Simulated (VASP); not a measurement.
A run of VASP 6.6.1 is set up as follows.

File INCAR:

```
PREC     = Accurate       # precision mode
ENCUT    = 600            # plane-wave cutoff, eV
EDIFF    = 1E-6           # SCF threshold, eV
ISMEAR   = 0              # smearing method
SIGMA    = 0.1            # smearing width, eV
LREAL    = Auto         
LASPH    = T              # aspherical terms in the spheres
NELM     = 60             # most SCF steps
ALGO     = Normal         # electronic algorithm
ISIF     = 3              # what is computed and relaxed
LWAVE    = F              # write WAVECAR
LCHARG   = F              # write CHGCAR
GGA      = PE             # functional
IBRION   = 2              # ionic algorithm
NSW      = 90             # ionic steps
EDIFFG   = -0.04          # ionic threshold
```

The input KPOINTS:

```
regular mesh
0
Gamma
  4 4 4
```

Contents of POSCAR:

```
BP
1.0
    5.7778423600      0.0000000000      0.0000000000
    0.0000000000      6.2497392300      0.0000000000
    0.0000000000      0.0000000000      5.4263193200
B P
8 8
Direct
    0.8354290700      0.1344984200      0.4250912100
    0.8354290700      0.8655015800      0.9250912100
    0.1645709300      0.8655015800      0.5749087900
    0.1645709300      0.1344984200      0.0749087900
    0.6645709300      0.3655015800      0.9250912100
    0.3354290700      0.6344984200      0.0749087900
    0.6645709300      0.6344984200      0.4250912100
    0.3354290700      0.3655015800      0.5749087900
    0.1645709300      0.8655015800      0.9250912100
    0.8354290700      0.1344984200      0.0749087900
    0.1645709300      0.1344984200      0.4250912100
    0.8354290700      0.8655015800      0.5749087900
    0.3354290700      0.6344984200      0.4250912100
    0.3354290700      0.3655015800      0.9250912100
    0.6645709300      0.3655015800      0.5749087900
    0.6645709300      0.6344984200      0.0749087900
```

Potentials or basis: VASP PAW PBE potentials, release 64 (B, P).

Run with:

```bash
$ cat potpaw_PBE.64/B/POTCAR potpaw_PBE.64/P/POTCAR > POTCAR
$ mpirun -np 1 vasp_std > vasp.out
```

(1) Predict the space group after relaxing (to 0.05 Å).

(2) What does it give for the relaxed volume?

(3) Predict the band gap on the k mesh.

(4) What does it give for the relaxed cell?

## Answers

(1) Pbcn (No. 60).

(2) 13.78 Å³/atom.

(3) 1.28 eV, indirect (least direct gap 1.32 eV).

(4) a = 6.198 Å, b = 6.344 Å, c = 5.610 Å, α = 90.00°, β = 90.00°, γ = 90.00°.
